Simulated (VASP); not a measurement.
Here is a VASP 6.6.1 calculation.

File INCAR:

```
SYSTEM = Ba
  ALGO = Normal
  DIPOL = 0.5 0.5 0.500
  EDIFF = 1E-6
  ENCUT = 520
  GGA = PE
  IDIPOL = 3
  ISIF = 2
  ISMEAR = -1
  LASPH = .True.
  LCHARG = .True.
  LDIPOL = .True.
  LELF = .True.
  LREAL = .False.
  LVACPOTAV = .True.
  LVHAR = .True.
  LWAVE = .False.
  NBANDS = 11
  NELM = 100
  PREC = Accurate
  SIGMA = 0.1
```

Contents of KPOINTS:

```
k-points
0
Gamma
  6 6 1
  0 0 0
```

Contents of POSCAR:

```
Ba
1.0
    7.1064158584      0.0000000000      0.0000000000
   -3.5532079292      6.1543366632      0.0000000000
    0.0000000000      0.0000000000     20.0000000000
Ba
1
Direct
    0.0000000000      0.0000000000      0.5000000000
```

Potentials or basis: VASP PAW PBE potentials, release 64 (Ba_sv).

Launch:

```bash
$ cat potpaw_PBE.64/Ba_sv/POTCAR > POTCAR
$ mpirun -np 1 vasp_std > vasp.out
```

**Question.** Predict the band gap on the k mesh.

**Answer.** 0.66 eV.

Caveat: spin-orbit coupling is left out, which moves the levels of the heavy elements.
